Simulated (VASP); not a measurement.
# KCl (P1) in VASP: single point with PBEsol

Aim: the single point of KCl with PBEsol.

All numbers are computed with VASP 6.6.1; they aren't measurements. Logs are shortened: lines on timing, memory, paths and dates and some standing lists are left out, and cuts for length are marked.

### Step 1. The cell of the first run

The typed cell holds 4 atoms: a = 4.413 Å, b = 4.413 Å, c = 7.644 Å, α = 73.22°, β = 73.22°, γ = 60.00°.

### Step 2. Single point, PBEsol (atoms displaced along several vibrational modes)

INCAR

```
ALGO     = Normal         # electronic algorithm
EDIFF    = 1E-7           # SCF threshold, eV
ENCUT    = 520            # plane-wave cutoff, eV
GGA      = PS             # functional
ISIF     = 2              # what is computed and relaxed
ISMEAR   = 0              # smearing method
LASPH    = T              # aspherical terms in the spheres
LCHARG   = F              # write CHGCAR
LREAL    = F              # projectors in reciprocal space
LWAVE    = F              # write WAVECAR
NBANDS   = 24             # bands
NELM     = 100            # most SCF steps
PREC     = Accurate       # precision mode
SIGMA    = 0.05           # smearing width, eV
```

KPOINTS

```
k-points
0
Gamma
  6 6 6
```

POSCAR

```
KCl
1.0
    0.0000000000     -3.1207041401     -3.1207041401
   -3.1207041401      0.0000000000     -3.1207041401
    3.1207041401      3.1207041401     -6.2414082803
K Cl
2 2
Direct
    0.4697608654      0.5436473814      0.4983729766
    0.0400012749      0.9530985718     -0.0016270234
    0.7446165996      0.7517944668      0.7517944668
    0.2446165996      0.2517944668      0.2517944668
```

Potentials or basis: VASP PAW PBE potentials, release 64 (K_sv, Cl).

Launch:

```
$ cat potpaw_PBE.64/K_sv/POTCAR potpaw_PBE.64/Cl/POTCAR > POTCAR
$ mpirun -np 1 vasp_std > vasp.out
```

OUTCAR:

```text
EDIFF = 1E-7
   ENCUT = 520
   GGA = PS
   ISIF = 2
   ISMEAR = 0
   LASPH = T
   LREAL = F
   NELM = 100
   PREC = Accurate

 ion  position               nearest neighbor table
   1  0.470  0.544  0.498-   4 2.98   3 3.06   3 3.09   4 3.16   4 3.19
   2  0.040  0.953  0.998-   3 2.97   4 2.98   3 3.10   4 3.16
   3  0.745  0.752  0.752-   2 2.97   1 3.06   1 3.09   2 3.10
   4  0.245  0.252  0.252-   1 2.98   2 2.98   1 3.16   2 3.16   1 3.19

  LATTYP: Found a trigonal (rhomboedric) cell.
 ALAT       =     7.6441327815
 COS(alpha) =     0.8333333333

  Lattice vectors:

 A1 = (   3.1207041401,   6.2414082802,  -3.1207041402)
 A2 = (   6.2414082802,   3.1207041401,  -3.1207041402)
 A3 = (   3.1207041401,   3.1207041401,  -6.2414082803)

Analysis of symmetry for initial positions (statically):
=====================================================================
 Subroutine PRICEL returns:
 Original cell was already a primitive cell.

 Routine SETGRP: Setting up the symmetry group for a
 trigonal (rhombohedral) supercell.

 Subroutine GETGRP returns: Found  1 space group operations
 (whereof  1 operations were pure point group operations)
 out of a pool of 12 trial point group operations.

The static configuration has the point symmetry C_1 .

Analysis of symmetry for dynamics (positions and initial velocities):
=====================================================================
 Subroutine PRICEL returns:
 Original cell was already a primitive cell.

 Routine SETGRP: Setting up the symmetry group for a
 trigonal (rhombohedral) supercell.

 Subroutine GETGRP returns: Found  1 space group operations
 (whereof  1 operations were pure point group operations)
 out of a pool of 12 trial point group operations.

The dynamic configuration has the point symmetry C_1 .

 Subroutine INISYM returns: Found  1 space group operations
 (whereof  1 operations are pure point group operations),
 and found     1 'primitive' translations

----------------------------------------------------------------------------------------

                                     Primitive cell

  volume of cell :     121.5676

  direct lattice vectors                    reciprocal lattice vectors
     0.000000000 -3.120704140 -3.120704140     0.080110125 -0.240330376 -0.080110125
    -3.120704140  0.000000000 -3.120704140    -0.240330376  0.080110125 -0.080110125
     3.120704140  3.120704140 -6.241408280     0.080110125  0.080110125 -0.080110125

  length of vectors
     4.413342119  4.413342119  7.644132782     0.265695228  0.265695228  0.138754807

  position of ions in fractional coordinates (direct lattice)
     0.469760865  0.543647381  0.498372977
     0.040001275  0.953098572  0.998372977
     0.744616600  0.751794467  0.751794467
     0.244616600  0.251794467  0.251794467

  ion indices of the primitive-cell ions
   primitive index   ion index
                 1           1
                 2           2
                 3           3
                 4           4

----------------------------------------------------------------------------------------

 KPOINTS: k-points

Automatic generation of k-mesh.
 Grid dimensions read from file:
 generate k-points for:    6    6    6

 Generating k-lattice:

  Cartesian coordinates                     Fractional coordinates (reciprocal lattice)
     0.013351688 -0.040055063 -0.013351688     0.166666667  0.000000000  0.000000000
    -0.040055063  0.013351688 -0.013351688     0.000000000  0.166666667  0.000000000
     0.013351688  0.013351688 -0.013351688     0.000000000  0.000000000  0.166666667

  Length of vectors
     0.044282538  0.044282538  0.023125801

  Shift w.r.t. Gamma in fractional coordinates (k-lattice)
     0.000000000  0.000000000  0.000000000

 Subroutine IBZKPT returns following result:
 ===========================================

 Found    112 irreducible k-points:

 Following reciprocal coordinates:
            Coordinates               Weight
  0.000000  0.000000  0.000000      1.000000
  0.166667  0.000000  0.000000      2.000000
  0.000000  0.166667  0.000000      2.000000
 -0.166667 -0.166667 -0.166667      2.000000
  0.333333  0.000000  0.000000      2.000000
  0.000000  0.333333  0.000000      2.000000
[... 16 lines left out ...]
 -0.166667  0.500000  0.000000      2.000000
 -0.333333  0.500000  0.500000      2.000000
 [... further k-points ...]
   k-points           NKPTS =    112   k-points in BZ     NKDIM =    112   number of bands    NBANDS=     24
   number of dos      NEDOS =    301   number of ions     NIONS =      4
   total plane-waves  NPLWV =  77760
   dimension x,y,z NGX =    36 NGY =   36 NGZ =   60
   dimension x,y,z NGXF=    72 NGYF=   72 NGZF=  120
   ions per type =               2   2
   NGX,Y,Z   is equivalent  to a cutoff of  13.56, 13.56, 13.05 a.u.
   NGXF,Y,Z  is equivalent  to a cutoff of  27.12, 27.12, 26.10 a.u.
 SYSTEM =  unknown system
   PREC   = accura    normal or accurate (medium, high low for compatibility)
   ISTART =      0    job   : 0-new  1-cont  2-samecut
   ICHARG =      2    charge: 1-file 2-atom 10-const
   ISPIN  =      1    spin polarized calculation?
   LNONCOLLINEAR =      F non collinear calculations
   LSORBIT =      F    spin-orbit coupling
   LASPH  =      T    aspherical Exc in radial PAW
   ENCUT  =  520.0 eV  38.22 Ry    6.18 a.u.   8.21  8.21 14.21*2*pi/ulx,y,z
   NELM   =    100;   NELMIN=  2; NELMDL= -5     # of ELM steps
   EDIFF  = 0.1E-06   stopping-criterion for ELM
   LREAL  =      F    real-space projection
   EDIFFG = 0.1E-05   stopping-criterion for IOM
   NSW    =      0    number of steps for IOM
   IBRION =     -1    ionic relax: 0-MD 1-quasi-New 2-CG
   NFREE  =      0    steps in history (QN), initial steepest desc. (CG)
   ISIF   =      2    stress and relaxation
   ISYM   =      2    0-nonsym 1-usesym 2-fastsym
   POTIM  = 0.5000    time-step for ionic-motion
   TEBEG  =    0.0;   TEEND  =   0.0 temperature during run
   PSTRESS=    0.0 pullay stress
   NELECT =      32.0000    total number of electrons
   NUPDOWN=      -1.0000    fix difference up-down
   EMIN   =  10.00;   EMAX   =-10.00  energy-range for DOS
   EFERMI =   0.00;   METHOD = LEGACY
   ISMEAR =     0;   SIGMA  =   0.05  broadening in eV -4-tet -1-fermi 0-gaus
   EFERMI_NEDOS =   21; number of points for ismear=-14 and -15
   IALGO  =     38    algorithm
   IMIX   =      4    mixing-type and parameters
     AMIX     =   0.40;   BMIX     =  1.00
     AMIX_MAG =   1.60;   BMIX_MAG =  1.00
  volume/ion in A,a.u.               =      30.39       205.09
  Fermi-wavevector in a.u.,A,eV,Ry     =   1.049185  1.982673 14.977157  1.100790
  Thomas-Fermi vector in A             =   2.184138
   LORBIT       =      0    0 simple, 1 ext, 2 COOP (PROOUT), +10 PAW based schemes
   GGA     = PS    functional components
   LHFCALC =     F    Hartree Fock is set to
   AEXX    =    0.0000 exact exchange contribution
   IVDW    =     0    specifies the selected vdW correction
   LEPSILON=     F    determine dielectric tensor
   LRPA    =     F    only Hartree local field effects (RPA)
 non-spin polarized calculation
 Gauss-broadening in eV      SIGMA  =   0.05
  energy-cutoff  :      520.00
  volume of cell :      121.57
 maximum number of plane-waves:      3292
 NGX is ok and might be reduce to    36
   NGX = 17   NGY = 17   NGZ = 29

 number of electron      32.0000001 magnetization

 Free energy of the ion-electron system (eV)
  ---------------------------------------------------
  ext. energy  EPLUGINS =         0.00000000
  ---------------------------------------------------
  free energy    TOTEN  =       -13.99411151 eV

  energy without entropy =      -13.99411151  energy(sigma->0) =      -13.99411151

 E-fermi :  -1.5268     XC(G=0):  -7.8208

 val. band max:       -1.8112993309   @ k =   0.0000   0.0000   0.0000
 cond. band min:       3.2910658848   @ k =   0.0000   0.0000   0.0000
 fundamental gap:      5.1023652157
 Fermi energy:        -1.5267867927

 k-point     1 :       0.0000    0.0000    0.0000
  band No.  band energies     occupation
      1     -28.7857      2.00000
      2     -28.7707      2.00000
      3     -14.1400      2.00000
      4     -13.9411      2.00000
      5     -12.3241      2.00000
      6     -12.3213      2.00000
[... 16 lines left out ...]
     23       7.3835      0.00000
     24       7.4927      0.00000

 k-point     2 :       0.1667    0.0000    0.0000
  band No.  band energies     occupation
      1     -28.7829      2.00000
      2     -28.7695      2.00000
      3     -14.0841      2.00000
      4     -13.9844      2.00000
      5     -12.3671      2.00000
      6     -12.3371      2.00000
[... 16 lines left out ...]
     23       7.6182      0.00000
     24       7.9065      0.00000

 k-point     3 :       0.0000    0.1667    0.0000
  band No.  band energies     occupation
      1     -28.7829      2.00000
      2     -28.7695      2.00000
      3     -14.0838      2.00000
      4     -13.9841      2.00000
      5     -12.3677      2.00000
      6     -12.3328      2.00000
[... 16 lines left out ...]
     23       7.5964      0.00000
     24       7.9397      0.00000

 k-point     4 :      -0.1667   -0.1667   -0.1667
  band No.  band energies     occupation
      1     -28.7828      2.00000
      2     -28.7695      2.00000
      3     -14.0845      2.00000
      4     -13.9843      2.00000
      5     -12.3655      2.00000
      6     -12.3408      2.00000
[... 16 lines left out ...]
     23       7.6544      0.00000
     24       7.8553      0.00000

 k-point     5 :       0.3333    0.0000    0.0000
  band No.  band energies     occupation
      1     -28.7770      2.00000
      2     -28.7672      2.00000
      3     -14.0297      2.00000
      4     -13.9972      2.00000
      5     -12.4336      2.00000
      6     -12.3566      2.00000
[... 451 lines left out ...]
 k-point    22 :      -0.1667    0.3333   -0.1667
  band No.  band energies     occupation
      1     -28.7740      2.00000
      2     -28.7661      2.00000
      3     -14.0112      2.00000
      4     -13.9907      2.00000
      5     -12.4172      2.00000
      6     -12.3911      2.00000
[... 16 lines left out ...]
     23       8.3913      0.00000
     24       8.7860      0.00000

 k-point    23 :      -0.1667    0.5000    0.0000
  band No.  band energies     occupation
      1     -28.7741      2.00000
      2     -28.7660      2.00000
      3     -14.0142      2.00000
      4     -13.9882      2.00000
      5     -12.4175      2.00000
      6     -12.3914      2.00000
[... 16 lines left out ...]
     23       8.4179      0.00000
     24       8.7749      0.00000

 k-point    24 :      -0.3333    0.5000    0.5000
  band No.  band energies     occupation
      1     -28.7735      2.00000
      2     -28.7666      2.00000
      3     -14.0059      2.00000
      4     -13.9986      2.00000
      5     -12.4091      2.00000
      6     -12.3971      2.00000
[... 16 lines left out ...]
     23       8.1999      0.00000
     24       8.8075      0.00000

 [... further k-points ...]
[... 5 lines left out ...]
  --------------------------------------------------------------------------------------
  -------------------------------------------------------------------------------------
  Total        0.4210715      0.3016438      0.0466559      0.0877928      0.0013076     -0.0346021
  in kB        5.5494334      3.9754581      0.6148930      1.1570486      0.0172334     -0.4560325
  external PRESSURE =       3.3799282 kB  Pullay stress =       0.0000000 kB

 VOLUME and BASIS-vectors are now :
 -----------------------------------------------------------------------------
  energy-cutoff  :      520.00
  volume of cell :      121.57
      direct lattice vectors                 reciprocal lattice vectors
     0.000000000 -3.120704140 -3.120704140     0.080110125 -0.240330376 -0.080110125
    -3.120704140  0.000000000 -3.120704140    -0.240330376  0.080110125 -0.080110125
     3.120704140  3.120704140 -6.241408280     0.080110125  0.080110125 -0.080110125

 POSITION                                       TOTAL-FORCE (eV/Angst)
 -----------------------------------------------------------------------------------
     -0.14129      0.08929     -6.27310         0.220642     -0.102948      0.045377
      0.14129      2.99079     -9.33042        -0.213921      0.229089     -0.044049
      0.00000      0.02240     -9.36211        -0.003381     -0.099214     -0.003308
      0.00000      0.02240     -3.12070        -0.003340     -0.026928      0.001980
 -----------------------------------------------------------------------------------
    total drift:                               -0.000050     -0.000233     -0.000010

  FREE ENERGIE OF THE ION-ELECTRON SYSTEM (eV)
  ---------------------------------------------------
  free  energy   TOTEN  =       -13.9941115087 eV

  energy  without entropy=      -13.9941115087  energy(sigma->0) =      -13.99411151
```

Run time: 3.8 min. Hardware: 1 thread of AMD EPYC 9R45 (Zen 5), shared host; peak memory 0.4 GiB.

Results:

```
Free energy            : -13.9941 eV
Pressure               : 0.3 GPa
Largest force          : 0.317 eV/Å
Band gap on the k mesh : 5.10 eV
```

Forces in eV/Å, atoms in the order of the input:
```
K    0.221 -0.103  0.045
K   -0.214  0.229 -0.044
Cl  -0.003 -0.099 -0.003
Cl  -0.003 -0.027  0.002
```

Levels at points of the mesh, in eV from the valence-band top:
```
           k point  band 12  band 13  band 14  band 15  band 16  band 17  band 18  band 19  band 20  band 21
(0.00, 0.00, 0.00)    -0.35    -0.34    -0.01     0.00     0.00     5.10     7.43     8.25     8.32     8.38
(0.50, 0.00, 0.00)    -0.80    -0.44    -0.41    -0.32    -0.26     7.28     7.29     8.17     8.29     9.96
(0.00, 0.50, 0.00)    -0.80    -0.44    -0.41    -0.33    -0.25     7.28     7.30     8.16     8.31     9.95
(0.50, 0.50, 0.50)    -0.81    -0.43    -0.42    -0.30    -0.28     7.27     7.30     8.22     8.25    10.07
(0.50, 0.50, 0.00)    -0.69    -0.36    -0.34    -0.23    -0.22     6.41     7.44     8.29     8.58    10.05
(0.00, 0.50, 0.50)    -0.68    -0.37    -0.36    -0.24    -0.22     6.39     7.49     8.35     8.61     9.91
(0.50, 0.00, 0.50)    -0.68    -0.36    -0.36    -0.24    -0.22     6.40     7.47     8.33     8.60     9.93
(0.00, 0.00, 0.50)    -0.63    -0.22    -0.21    -0.15    -0.14     6.38     6.39     8.01     8.02     9.09
```

Caveat: the cell differs from its parent crystal (atoms displaced along several vibrational modes); the PAW data sets were made with another functional, which shifts forces and pressure a little.
